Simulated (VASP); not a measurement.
# HfB2 (P6/mmm) in VASP: a series of runs, part 2 of 2

VASP 6.6.1. Earlier steps stand in the parts before.

### Step 5. Relaxation of cell and atoms, PBEsol, target pressure 20 GPa, at which the enthalpy is minimised

This run uses another cell than the first one, of 9.90 Å³/atom, 1.018 times its volume.

INCAR reads:

```
PREC = Accurate ; ENCUT = 600
EDIFF = 1E-6 ; ISMEAR = -1
SIGMA = 0.05 ; LREAL = F
LASPH = T ; NELM = 100
ALGO = Normal ; ISIF = 3
LWAVE = F ; LCHARG = F
GGA = PS ; IBRION = 2
NSW = 80 ; EDIFFG = -0.02
PSTRESS = 200.0
```

KPOINTS reads:

```
Automatic mesh
0
Gamma
  12 12 9
```

POSCAR reads:

```
HfB2
1.0
    3.1400000000      0.0000000000      0.0000000000
   -1.5700000000      2.7193197679      0.0000000000
    0.0000000000      0.0000000000      3.4800000000
Hf B
1 2
Direct
    0.0000000000      0.0000000000      0.0000000000
    0.3333330000      0.6666670000      0.5000000000
    0.6666670000      0.3333330000      0.5000000000
```

Launch:

```
cat potpaw_PBE.64/Hf_pv/POTCAR potpaw_PBE.64/B/POTCAR > POTCAR
mpirun -np 1 vasp_std > vasp.out
```

It took 83 s on 1 thread of Intel Xeon 6975P-C (Granite Rapids), shared host; peak memory 0.2 GiB.

It converged, with:

```yaml
Free_energy: -27.7611 eV
Relaxed_volume: 9.11 Å³/atom
Relaxed_cell: a = 3.061 Å, b = 3.061 Å, c = 3.366 Å, α = 90.00°, β = 90.00°, γ = 120.00°
Space_group_after_relaxing_to_0.05_Å: P6/mmm (No. 191)
Energy_change_on_relaxing_the_enthalpy_is_what_falls: +34.2 meV/atom
Ionic_steps: 9
Pressure_after_relaxing: 20.0 GPa
Band_gap_on_the_k_mesh: zero (band 8 reaches 8.98 eV, above the bottom of band 9 at 7.65 eV)
```

The path:
```csv
step,energy change (eV),largest force (eV/Å),pressure (GPa),volume (Å³)
1,0.0000,0.0000,-4.50,29.71
2,1.2120,0.0000,83.93,23.66
3,0.0911,0.0000,18.84,27.43
4,0.1011,0.0000,19.82,27.34
5,0.1069,0.0000,20.40,27.30
6,0.1071,0.0000,20.43,27.28
7,0.1070,0.0000,20.42,27.29
8,0.0968,0.0000,19.40,27.37
9,0.1027,0.0000,19.99,27.32
```

Final structure:
```yaml
crystal:
  lattice:
    - [3.06142, 0.00000, 0.00000]
    - [-1.53071, 2.65127, 0.00000]
    - [0.00000, 0.00000, 3.36585]
  atoms:
    - { symbol: Hf, position: [0.00000, 0.00000, 0.00000] }
    - { symbol: B, position: [0.33333, 0.66667, 0.50000] }
    - { symbol: B, position: [0.66667, 0.33333, 0.50000] }
```

Levels at points of the mesh, in eV from the Fermi level:
```
           k point  band 4  band 5  band 6  band 7  band 8  band 9  band 10  band 11  band 12
(0.00, 0.00, 0.00)  -14.30   -3.34   -3.23   -3.23   -2.73    4.32     4.32     5.10     5.10
(0.50, 0.00, 0.00)  -10.30   -9.14   -4.49   -3.62   -3.27    2.26     2.87     6.15     6.15
```

Caveat: the cell is relaxed towards a set pressure, so the enthalpy falls and the energy may rise; the PAW data sets were made with another functional, which shifts forces and pressure a little; spin-orbit coupling is left out, which moves the levels of the heavy elements.

### Step 6. Relaxation of cell and atoms, PBEsol, target pressure 30 GPa, at which the enthalpy is minimised

This run uses another cell than the first one, of 9.90 Å³/atom, 1.018 times its volume.

INCAR reads:

```
PREC = Accurate
ENCUT = 600
EDIFF = 1E-7
ISMEAR = -1
SIGMA = 0.05
LREAL = False
LASPH = True
NELM = 80
ALGO = Normal
ISIF = 3
LWAVE = False
LCHARG = False
GGA = PS
IBRION = 2
NSW = 80
EDIFFG = -0.02
PSTRESS = 300.0
```

KPOINTS reads:

```
regular mesh
0
Gamma
  12 12 9
```

POSCAR is that of step 5.

Potentials or basis: VASP PAW PBE potentials, release 64 (Hf_pv, B).

Launch:

```
cat potpaw_PBE.64/Hf_pv/POTCAR potpaw_PBE.64/B/POTCAR > POTCAR
mpirun -np 1 vasp_std > vasp.out
```

Run time: 93 s. Hardware: 1 thread of Intel Xeon 6975P-C (Granite Rapids), shared host; peak memory 0.2 GiB.

Results (log left out):

```
Free energy                                            : -27.6444 eV
Relaxed volume                                         : 8.86 Å³/atom
Relaxed cell                                           : a = 3.034 Å, b = 3.034 Å, c = 3.332 Å, α = 90.00°, β = 90.00°, γ = 120.00°
Space group after relaxing (to 0.05 Å)                 : P6/mmm (No. 191)
Energy change on relaxing (the enthalpy is what falls) : +73.1 meV/atom
Ionic steps                                            : 9
Pressure after relaxing                                : 30.0 GPa
Band gap on the k mesh                                 : zero (band 8 reaches 9.22 eV, above the bottom of band 9 at 7.87 eV)
```

The path:
| step | energy change (eV) | largest force (eV/Å) | pressure (GPa) | volume (Å³) |
| --- | --- | --- | --- | --- |
| 1 | 0.0000 | 0.0000 | -4.50 | 29.71 |
| 2 | 2.7875 | 0.0000 | 148.79 | 21.45 |
| 3 | 0.1826 | 0.0000 | 27.12 | 26.78 |
| 4 | 0.2125 | 0.0000 | 29.47 | 26.62 |
| 5 | 0.2236 | 0.0000 | 30.32 | 26.56 |
| 6 | 0.2242 | 0.0000 | 30.36 | 26.54 |
| 7 | 0.2240 | 0.0000 | 30.36 | 26.54 |
| 8 | 0.2119 | 0.0000 | 29.43 | 26.61 |
| 9 | 0.2194 | 0.0000 | 30.01 | 26.57 |

Final structure:
```
Hf B
1.0
     3.03447    0.00000    0.00000
    -1.51724    2.62793    0.00000
     0.00000    0.00000    3.33172
Hf B
1 2
Direct
  0.00000 0.00000 0.00000
  0.33333 0.66667 0.50000
  0.66667 0.33333 0.50000
```

Levels at points of the mesh, in eV from the Fermi level:
```csv
k point,band 5,band 6,band 7,band 8,band 9,band 10,band 11,band 12
"(0.00, 0.00, 0.00)",-3.41,-3.31,-3.31,-2.69,4.47,4.47,5.28,5.28
"(0.50, 0.00, 0.00)",-9.14,-4.58,-3.65,-3.36,2.34,2.96,6.34,6.37
```

Caveat: the cell is relaxed towards a set pressure, so the enthalpy falls and the energy may rise; the PAW data sets were made with another functional, which shifts forces and pressure a little; spin-orbit coupling is left out, which moves the levels of the heavy elements.

### Step 7. Relaxation of cell and atoms, PBEsol, target pressure 40 GPa, at which the enthalpy is minimised

This run uses another cell than the first one, of 9.90 Å³/atom, 1.018 times its volume.

INCAR reads:

```
SYSTEM = HfB2
PREC     = Accurate       ! precision mode
ENCUT    = 600            ! plane-wave cutoff, eV
EDIFF    = 1E-6           ! SCF threshold, eV
ISMEAR   = -1             ! smearing method
SIGMA    = 0.05           ! smearing width, eV
LREAL    = .FALSE.        ! projectors in reciprocal space
LASPH    = .TRUE.         ! aspherical terms in the spheres
NELM     = 80             ! most SCF steps
ALGO     = Normal         ! electronic algorithm
ISIF     = 3              ! what is computed and relaxed
LWAVE    = .FALSE.        ! write WAVECAR
LCHARG   = .FALSE.        ! write CHGCAR
GGA      = PS             ! functional
IBRION   = 2              ! ionic algorithm
NSW      = 80             ! ionic steps
EDIFFG   = -0.02          ! ionic threshold
PSTRESS  = 400.0
```

KPOINTS reads:

```
Automatic mesh
0
G
  12 12 9
  0 0 0
```

POSCAR is that of step 6.

Launch:

```
cat potpaw_PBE.64/Hf_pv/POTCAR potpaw_PBE.64/B/POTCAR > POTCAR
mpirun -np 1 vasp_std > vasp.out
```

Wall time 66 s (1 thread of Intel Xeon 6975P-C (Granite Rapids), shared host); peak memory 0.2 GiB.

The run converged. Its results:

| Property | Result |
| --- | --- |
| Free energy | -27.4986 eV |
| Relaxed volume | 8.63 Å³/atom |
| Relaxed cell | a = 3.010 Å, b = 3.010 Å, c = 3.301 Å, α = 90.00°, β = 90.00°, γ = 120.00° |
| Space group after relaxing (to 0.05 Å) | P6/mmm (No. 191) |
| Energy change on relaxing (the enthalpy is what falls) | +121.7 meV/atom |
| Ionic steps | 7 |
| Pressure after relaxing | 40.1 GPa |
| Band gap on the k mesh | zero (band 8 reaches 9.44 eV, above the bottom of band 9 at 8.08 eV) |

Step by step:
| step | energy change (eV) | largest force (eV/Å) | pressure (GPa) | volume (Å³) |
| --- | --- | --- | --- | --- |
| 1 | 0.0000 | 0.0000 | -4.50 | 29.71 |
| 2 | 5.2593 | 0.0000 | 240.34 | 19.38 |
| 3 | 0.2814 | 0.0000 | 34.50 | 26.27 |
| 4 | 0.3436 | 0.0000 | 38.67 | 26.00 |
| 5 | 0.3646 | 0.0000 | 40.03 | 25.91 |
| 6 | 0.3655 | 0.0000 | 40.10 | 25.90 |
| 7 | 0.3652 | 0.0000 | 40.08 | 25.90 |

Final structure:
```
Hf B
1.0
     3.00994    0.00000    0.00000
    -1.50497    2.60668    0.00000
     0.00000    0.00000    3.30107
Hf B
1 2
Direct
  0.00000 0.00000 0.00000
  0.33333 0.66667 0.50000
  0.66667 0.33333 0.50000
```

Levels at points of the mesh, in eV from the Fermi level:
```csv
k point,band 4,band 5,band 6,band 7,band 8,band 9,band 10,band 11,band 12
"(0.00, 0.00, 0.00)",-14.58,-3.48,-3.38,-3.38,-2.65,4.61,4.61,5.45,5.45
"(0.50, 0.00, 0.00)",-10.58,-9.13,-4.67,-3.68,-3.45,2.41,3.05,6.53,6.58
```

Caveat: the cell is relaxed towards a set pressure, so the enthalpy falls and the energy may rise; the PAW data sets were made with another functional, which shifts forces and pressure a little; spin-orbit coupling is left out, which moves the levels of the heavy elements.

### Step 8. Overview

| task | cell | cutoff (eV) | gap on the mesh (eV) | pressure (GPa) |
| --- | --- | --- | --- | --- |
| single point | a = 3.127, b = 3.127, c = 3.449 Å, angles 90.0, 90.0, 120.0°, 3 atoms | 520 | none | -0.1 |
| relaxation of cell and atoms | relaxed from a = 3.140, b = 3.140, c = 3.480 Å, angles 90.0, 90.0, 120.0°, 3 atoms | 600 | none | 0.1 |
| relaxation of cell and atoms | relaxed to 10 GPa from a = 3.140, b = 3.140, c = 3.480 Å, angles 90.0, 90.0, 120.0°, 3 atoms | 600 | none | 10.3 |
| relaxation of cell and atoms | relaxed to 20 GPa from a = 3.140, b = 3.140, c = 3.480 Å, angles 90.0, 90.0, 120.0°, 3 atoms | 600 | none | 20.0 |
| relaxation of cell and atoms | relaxed to 30 GPa from a = 3.140, b = 3.140, c = 3.480 Å, angles 90.0, 90.0, 120.0°, 3 atoms | 600 | none | 30.0 |
| relaxation of cell and atoms | relaxed to 40 GPa from a = 3.140, b = 3.140, c = 3.480 Å, angles 90.0, 90.0, 120.0°, 3 atoms | 600 | none | 40.1 |

Alike in all rows: level PBEsol; potentials or basis VASP PAW PBE potentials, release 64 (Hf_pv, B); no spin polarisation; k mesh 12 × 12 × 9; smearing fermi-dirac 0.05 eV.

Caveats: the PAW data sets were made with another functional, which shifts forces and pressure a little; spin-orbit coupling is left out, which moves the levels of the heavy elements; the cell is relaxed towards a set pressure, so the enthalpy falls and the energy may rise (some runs).

Total energies depend on the potentials used, so only differences within one code and one set of settings carry meaning.
